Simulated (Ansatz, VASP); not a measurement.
**Ni in VASP and in Ansatz**

```
CELL_PARAMETERS angstrom
0.00000 1.75905 1.75905
1.75905 0.00000 1.75905
1.75905 1.75905 0.00000
ATOMIC_POSITIONS crystal
Ni 0.00000 0.00000 0.00000
```

Alike in both runs: task single point; functional PBE; k mesh 18 × 18 × 18; occupations fermi-dirac, width 0.05 eV; collinear spin.

|  | VASP | Ansatz |
| --- | --- | --- |
| version | VASP 6.6.1 | Ansatz 0.2.0 |
| potentials or method | VASP PAW PBE potentials, release 64 (Ni), cutoff 520 eV | all-electron LAPW, scalar-relativistic |

VASP gave:

```
pressure (GPa)                                                : 0.0
net moment per atom (μB)                                      : 0.62
size of the moment on the site where the two differ most (μB) : 0.63
```

**Question.** Estimate Ansatz's values.

**Answer.** Pressure (GPa): 0.0; net moment per atom (μB): 0.62; size of the moment on the site where the two differ most (μB): 0.65.

Site moments also hang on the region over which each program counts them. Ansatz ran all-electron here, and VASP with PAW potentials.
